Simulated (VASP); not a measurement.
Here is a VASP 6.6.1 calculation.

POSCAR

```
CdO2
1.0
    3.3499779241      0.0000000000      0.0000000000
   -1.6749889620      2.9011659844      0.0000000000
    0.0000000000      0.0000000000      3.5095078068
Cd O
1 2
Direct
    0.0000000000      0.0000000000      0.0000000000
    0.6666666667      0.3333333333      0.7150079971
    0.3333333333      0.6666666667      0.2849920029
```

The input INCAR.step1:

```
SYSTEM = CdO2
ALGO = Normal
EDIFF = 1E-5
ENCUT = 770
GGA = PE
GGA_COMPAT = .False.
ISMEAR = -1
LASPH = .True.
LCHARG = .False.
LREAL = .False.
LWAVE = .True.
NBANDS = 23
NELM = 120
PREC = Accurate
SIGMA = 0.1
```

The input INCAR.step2:

```
SYSTEM = CdO2
ALGO = Normal
EDIFF = 1E-6
ENCUT = 770
GGA_COMPAT = .False.
ISIF = 2
ISMEAR = -1
ISTART = 1
LASPH = .True.
LCHARG = .False.
LMIXTAU = .True.
LREAL = .False.
LWAVE = .False.
METAGGA = R2SCAN
NBANDS = 23
NELM = 120
PREC = Accurate
SIGMA = 0.1
```

The input KPOINTS:

```
k-points
0
Gamma
  9 9 6
  0 0 0
```

Potentials or basis: VASP PAW PBE potentials, release 64 (Cd_sv_GW, O).

The run is started by

```bash
$ cat potpaw_PBE.64/Cd_sv_GW/POTCAR potpaw_PBE.64/O/POTCAR > POTCAR
$ cp INCAR.step1 INCAR
$ mpirun -np 1 vasp_std > vasp.out
$ cp INCAR.step2 INCAR
$ mpirun -np 1 vasp_std > vasp.out
```

What does it give for the pressure?

4.7 GPa.

What does it give for the largest force?

0.005 eV/Å.

Forces in eV/Å, atoms in the order of the input:
```
Cd   0.000  0.000  0.000
O    0.000  0.000 -0.005
O    0.000  0.000  0.005
```

Caveat: the cell stands under pressure; the PAW data sets were made with another functional, which shifts forces and pressure a little.
